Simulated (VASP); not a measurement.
# Ir12F in VASP: notebook

Runs on Ir12F. Level: PBE. Tasks: single point.

Everything below comes from runs of VASP 6.6.1. Logs are shortened: lines on timing, memory, paths and dates and some standing lists are left out, and cuts for length are marked.

## 1. The cell of the first run

The cell holds a slab with vacuum, 13 atoms: a = 5.431 Å, b = 5.431 Å, c = 16.434 Å, α = 90.00°, β = 90.00°, γ = 60.00°.

## 2. Single point, PBE

File INCAR:

```
SYSTEM = Ir12F
ALGO     = Normal         ! electronic algorithm
EDIFF    = 1E-7           ! SCF threshold, eV
ENCUT    = 520            ! plane-wave cutoff, eV
GGA      = PE             ! functional
ISIF     = 2              ! what is computed and relaxed
ISMEAR   = 0              ! smearing method
LASPH    = .TRUE.         ! aspherical terms in the spheres
LCHARG   = .FALSE.        ! write CHGCAR
LREAL    = .FALSE.        ! projectors in reciprocal space
LWAVE    = .FALSE.        ! write WAVECAR
NBANDS   = 70             ! bands
NELM     = 60             ! most SCF steps
PREC     = Accurate       ! precision mode
SIGMA    = 0.1            ! smearing width, eV
```

File KPOINTS:

```
k-points
0
G
  4 4 1
  0 0 0
```

File POSCAR:

```
Ir12F
1.0
    5.4305800000      0.0000000000      0.0000000000
    2.7152900000      4.7030200000      0.0000000000
    0.0000000000      0.0000000000     16.4340500000
Ir F
12 1
Direct
    0.1666666312      0.1666667375      0.0608492733
    0.6666666312      0.1666667375      0.0608492733
    0.1666666312      0.6666667375      0.0608492733
    0.6666666312      0.6666667375      0.0608492733
   -0.1658089343      0.3342024912      0.1944523109
    0.3316397241      0.3341812282      0.1945165069
   -0.1658030123      0.8315960808      0.1944319872
    0.3333333194      0.8333326246      0.1935243595
    0.0009774847     -0.0004984032      0.3257816546
    0.4994868181     -0.0005789897      0.3257640083
    0.0000545205      0.4999613015      0.3314275544
    0.4994607119      0.5011260849      0.3257585927
    0.9995186618      0.5003365922      0.4509399691
```

Potentials or basis: VASP PAW PBE potentials, release 64 (Ir, F).

Started as:

```bash
> cat potpaw_PBE.64/Ir/POTCAR potpaw_PBE.64/F/POTCAR > POTCAR
> mpirun -np 1 vasp_std > vasp.out
```

OUTCAR:

```text
SYSTEM = Ir12F
   EDIFF = 1E-7
   ENCUT = 520
   GGA = PE
   ISIF = 2
   ISMEAR = 0
   LASPH = .TRUE.
   LREAL = .FALSE.
   NELM = 60
   PREC = Accurate

 ion  position               nearest neighbor table
   1  0.167  0.167  0.061-   8 2.69   5 2.70   6 2.70   3 2.72   3 2.72   4 2.72   4 2.72   2 2.72
                             2 2.72
   2  0.667  0.167  0.061-   7 2.70   5 2.70   6 2.70   4 2.72   3 2.72   4 2.72   3 2.72   1 2.72
                             1 2.72
   3  0.167  0.667  0.061-   8 2.69   7 2.70   6 2.70   1 2.72   1 2.72   2 2.72   2 2.72   4 2.72
                             4 2.72
   4  0.667  0.667  0.061-   8 2.69   7 2.70   5 2.70   2 2.72   1 2.72   2 2.72   1 2.72   3 2.72
                             3 2.72
   5  0.834  0.334  0.194-  12 2.67   9 2.67   4 2.70   1 2.70   7 2.70   6 2.70   2 2.70   8 2.72
                             8 2.72   6 2.73   7 2.73  11 2.74
   6  0.332  0.334  0.195-  12 2.67  10 2.67   3 2.70   1 2.70   7 2.70   5 2.70   2 2.70   8 2.72
                             8 2.72   5 2.73   7 2.73  11 2.74
   7  0.834  0.832  0.194-  10 2.67   9 2.67   4 2.70   3 2.70   5 2.70   6 2.70   2 2.70   8 2.72
                             8 2.72   6 2.73   5 2.73  11 2.74
   8  0.333  0.833  0.194-  12 2.68  10 2.68   9 2.68   3 2.69   4 2.69   1 2.69   5 2.72   7 2.72
                             6 2.72   6 2.72   7 2.72   5 2.72
   9  0.001  1.000  0.326-   5 2.67   7 2.67   8 2.68  12 2.71  10 2.71  11 2.72  11 2.72  10 2.72
                            12 2.72
  10  0.499  0.999  0.326-   6 2.67   7 2.67   8 2.68  12 2.71   9 2.71  11 2.72  11 2.72   9 2.72
                            12 2.72
  11  0.000  0.500  0.331-  13 1.96  10 2.72  12 2.72   9 2.72   9 2.72  12 2.72  10 2.72   6 2.74
                             5 2.74   7 2.74
  12  0.499  0.501  0.326-   6 2.67   5 2.67   8 2.68  10 2.71   9 2.71  11 2.72  11 2.72   9 2.72
                            10 2.72
  13  1.000  0.500  0.451-  11 1.96

  LATTYP: Found a hexagonal cell.
 ALAT       =     5.4305797945
 C/A-ratio  =     3.0262054185

  Lattice vectors:

 A1 = (  -2.7152900000,  -4.7030200000,   0.0000000000)
 A2 = (   5.4305800000,   0.0000000000,   0.0000000000)
 A3 = (   0.0000000000,   0.0000000000,  16.4340500000)

Analysis of symmetry for initial positions (statically):
=====================================================================
 Subroutine PRICEL returns:
 Original cell was already a primitive cell.

 Routine SETGRP: Setting up the symmetry group for a
 hexagonal supercell.

 Subroutine GETGRP returns: Found  1 space group operations
 (whereof  1 operations were pure point group operations)
 out of a pool of 24 trial point group operations.

The static configuration has the point symmetry C_1 .

Analysis of symmetry for dynamics (positions and initial velocities):
=====================================================================
 Subroutine PRICEL returns:
 Original cell was already a primitive cell.

 Routine SETGRP: Setting up the symmetry group for a
 hexagonal supercell.

 Subroutine GETGRP returns: Found  1 space group operations
 (whereof  1 operations were pure point group operations)
 out of a pool of 24 trial point group operations.

The dynamic configuration has the point symmetry C_1 .

 Subroutine INISYM returns: Found  1 space group operations
 (whereof  1 operations are pure point group operations),
 and found     1 'primitive' translations

----------------------------------------------------------------------------------------

                                     Primitive cell

  volume of cell :     419.7277

  direct lattice vectors                    reciprocal lattice vectors
     5.430580000  0.000000000  0.000000000     0.184142394 -0.106314666  0.000000000
     2.715290000  4.703020000  0.000000000     0.000000000  0.212629332  0.000000000
     0.000000000  0.000000000 16.434050000     0.000000000  0.000000000  0.060849273

  length of vectors
     5.430580000  5.430579795 16.434050000     0.212629324  0.212629332  0.060849273

  position of ions in fractional coordinates (direct lattice)
     0.166666631  0.166666738  0.060849273
     0.666666631  0.166666738  0.060849273
[... 39 lines left out ...]
     0.046035598 -0.026578666  0.000000000     0.250000000  0.000000000  0.000000000
     0.000000000  0.053157333  0.000000000     0.000000000  0.250000000  0.000000000
     0.000000000  0.000000000  0.060849273     0.000000000  0.000000000  1.000000000

  Length of vectors
     0.053157331  0.053157333  0.060849273

  Shift w.r.t. Gamma in fractional coordinates (k-lattice)
     0.000000000  0.000000000  0.000000000

 Subroutine IBZKPT returns following result:
 ===========================================

 Found     10 irreducible k-points:

 Following reciprocal coordinates:
            Coordinates               Weight
  0.000000  0.000000  0.000000      1.000000
  0.250000  0.000000  0.000000      2.000000
  0.250000  0.250000  0.000000      2.000000
  0.000000  0.250000  0.000000      2.000000
  0.500000  0.000000  0.000000      1.000000
  0.500000  0.500000  0.000000      1.000000
  0.000000  0.500000  0.000000      1.000000
  0.500000  0.250000  0.000000      2.000000
  0.250000  0.500000  0.000000      2.000000
 -0.250000  0.250000  0.000000      2.000000
   k-points           NKPTS =     10   k-points in BZ     NKDIM =     10   number of bands    NBANDS=     70
   number of dos      NEDOS =    301   number of ions     NIONS =     13
   total plane-waves  NPLWV = 201600
   dimension x,y,z NGX =    40 NGY =   40 NGZ =  126
   dimension x,y,z NGXF=    80 NGYF=   80 NGZF=  252
   ions per type =              12   1
   NGX,Y,Z   is equivalent  to a cutoff of  12.25, 12.25, 12.75 a.u.
   NGXF,Y,Z  is equivalent  to a cutoff of  24.49, 24.49, 25.49 a.u.
 SYSTEM =  Ir12F
   PREC   = accura    normal or accurate (medium, high low for compatibility)
   ISTART =      0    job   : 0-new  1-cont  2-samecut
   ICHARG =      2    charge: 1-file 2-atom 10-const
   ISPIN  =      1    spin polarized calculation?
   LNONCOLLINEAR =      F non collinear calculations
   LSORBIT =      F    spin-orbit coupling
   LASPH  =      T    aspherical Exc in radial PAW
   ENCUT  =  520.0 eV  38.22 Ry    6.18 a.u.  10.10 10.10 30.56*2*pi/ulx,y,z
   NELM   =     60;   NELMIN=  2; NELMDL= -5     # of ELM steps
   EDIFF  = 0.1E-06   stopping-criterion for ELM
   LREAL  =      F    real-space projection
   EDIFFG = 0.1E-05   stopping-criterion for IOM
   NSW    =      0    number of steps for IOM
   IBRION =     -1    ionic relax: 0-MD 1-quasi-New 2-CG
   NFREE  =      0    steps in history (QN), initial steepest desc. (CG)
   ISIF   =      2    stress and relaxation
   ISYM   =      2    0-nonsym 1-usesym 2-fastsym
   POTIM  = 0.5000    time-step for ionic-motion
   TEBEG  =    0.0;   TEEND  =   0.0 temperature during run
   PSTRESS=    0.0 pullay stress
   NELECT =     115.0000    total number of electrons
   NUPDOWN=      -1.0000    fix difference up-down
   EMIN   =  10.00;   EMAX   =-10.00  energy-range for DOS
   EFERMI =   0.00;   METHOD = LEGACY
   ISMEAR =     0;   SIGMA  =   0.10  broadening in eV -4-tet -1-fermi 0-gaus
   EFERMI_NEDOS =   21; number of points for ismear=-14 and -15
   IALGO  =     38    algorithm
   IMIX   =      4    mixing-type and parameters
     AMIX     =   0.40;   BMIX     =  1.00
     AMIX_MAG =   1.60;   BMIX_MAG =  1.00
  volume/ion in A,a.u.               =      32.29       217.88
  Fermi-wavevector in a.u.,A,eV,Ry     =   1.063290  2.009326 15.382539  1.130585
  Thomas-Fermi vector in A             =   2.198769
   LORBIT       =      0    0 simple, 1 ext, 2 COOP (PROOUT), +10 PAW based schemes
   GGA     = PE    functional components
   LHFCALC =     F    Hartree Fock is set to
   AEXX    =    0.0000 exact exchange contribution
   IVDW    =     0    specifies the selected vdW correction
   LEPSILON=     F    determine dielectric tensor
   LRPA    =     F    only Hartree local field effects (RPA)
 non-spin polarized calculation
 Gauss-broadening in eV      SIGMA  =   0.10
  energy-cutoff  :      520.00
  volume of cell :      419.73
 maximum number of plane-waves:     11316
   NGX = 21   NGY = 21   NGZ = 61

 number of electron     115.0000012 magnetization

 Free energy of the ion-electron system (eV)
  ---------------------------------------------------
  ext. energy  EPLUGINS =         0.00000000
  ---------------------------------------------------
  free energy    TOTEN  =      -103.10151358 eV

  energy without entropy =     -102.99991307  energy(sigma->0) =     -103.05071333

 E-fermi :   0.7921     XC(G=0):  -7.0062

 val. band max:        0.7904251930   @ k =   0.5000   0.0000   0.0000
 cond. band min:       0.7956250170   @ k =   0.2500   0.5000   0.0000
 fundamental gap:      0.0051998240
 Fermi energy:         0.7921434735

 k-point     1 :       0.0000    0.0000    0.0000
  band No.  band energies     occupation
      1     -21.4813      2.00000
      2      -9.4357      2.00000
      3      -7.4175      2.00000
      4      -7.0427      2.00000
      5      -6.7233      2.00000
      6      -6.7134      2.00000
[... 709 lines left out ...]
     68       1.6055      0.00000
     69       1.7085      0.00000
 [bands above 69 left out]

------------------------ aborting loop because EDIFF is reached ----------------------------------------

  FORCE on cell =-STRESS in cart. coord.  units (eV):
  Direction    XX          YY          ZZ          XY          YZ          ZX
  --------------------------------------------------------------------------------------
  -------------------------------------------------------------------------------------
  Total       -5.1531438     -5.1493763      0.7916063      0.0021565     -0.0000724      0.0002793
  in kB      -19.6704908    -19.6561097      3.0217059      0.0082317     -0.0002765      0.0010663
  external PRESSURE =     -12.1016316 kB  Pullay stress =       0.0000000 kB

 VOLUME and BASIS-vectors are now :
 -----------------------------------------------------------------------------
  energy-cutoff  :      520.00
  volume of cell :      419.73
      direct lattice vectors                 reciprocal lattice vectors
     5.430580000  0.000000000  0.000000000     0.184142394 -0.106314666  0.000000000
     2.715290000  4.703020000  0.000000000     0.000000000  0.212629332  0.000000000
     0.000000000  0.000000000 16.434050000     0.000000000  0.000000000  0.060849273

 POSITION                                       TOTAL-FORCE (eV/Angst)
 -----------------------------------------------------------------------------------
      1.35764      0.78384      1.00000         0.001288      0.208716      0.031378
      4.07293      0.78384      1.00000        -0.000228      0.000218     -0.239615
      2.71529      3.13535      1.00000        -0.179861     -0.105809      0.031068
      5.43058      3.13535      1.00000         0.180339     -0.104599      0.030169
      5.43760      1.57176      3.19564        -0.006127     -0.004948      0.006264
      2.70840      1.57166      3.19669         0.003813     -0.002550     -0.004205
      6.78820      3.91101      3.19530         0.000940      0.008728      0.009548
      4.07293      3.91918      3.18039        -0.001128      0.001083     -0.000764
      2.71924      4.70068      5.35391        -0.001999      0.001738      0.028727
      5.42622      4.70030      5.35362         0.005554      0.005281      0.035068
      1.35784      2.35133      5.44670        -0.002434      0.002205     -0.144667
      4.07306      2.35681      5.35353        -0.001317     -0.008980      0.037035
      6.78652      2.35309      7.41077         0.001161     -0.001081      0.179993
 -----------------------------------------------------------------------------------
    total drift:                                0.000152     -0.000135      0.000329

  FREE ENERGIE OF THE ION-ELECTRON SYSTEM (eV)
  ---------------------------------------------------
  free  energy   TOTEN  =      -103.1015135784 eV

  energy  without entropy=     -102.9999130725  energy(sigma->0) =     -103.05071333
```

It took 30 min on 1 thread of Intel Xeon 8259CL, shared host; peak memory 0.61 GiB.

What came out:

```
Free energy            : -103.1015 eV
Largest force          : 0.240 eV/Å
Band gap on the k mesh : zero (an odd number of electrons rules out a gap without spin polarisation)
```

Forces in eV/Å, atoms in the order of the input:
```
Ir   0.001  0.209  0.031
Ir   0.000  0.000 -0.240
Ir  -0.180 -0.106  0.031
Ir   0.180 -0.105  0.030
Ir  -0.006 -0.005  0.006
Ir   0.004 -0.003 -0.004
Ir   0.001  0.009  0.010
Ir  -0.001  0.001 -0.001
Ir  -0.002  0.002  0.029
Ir   0.006  0.005  0.035
Ir  -0.002  0.002 -0.145
Ir  -0.001 -0.009  0.037
F    0.001 -0.001  0.180
```

Levels at points of the mesh, in eV from the Fermi level:
```csv
k point,band 55,band 56,band 57,band 58,band 59,band 60
"(0.00, 0.00, 0.00)",0.43,0.50,0.64,0.64,0.89,0.96
"(0.50, 0.00, 0.00)",-0.99,-0.90,-0.45,-0.41,-0.35,-0.35
"(0.50, 0.50, 0.00)",-0.99,-0.90,-0.45,-0.41,-0.35,-0.35
"(0.00, 0.50, 0.00)",-0.99,-0.90,-0.45,-0.41,-0.35,-0.35
```

Caveat: there is no dipole correction, which matters where the two faces differ; spin-orbit coupling is left out, which moves the levels of the heavy elements.

[end of part 1 of 2]
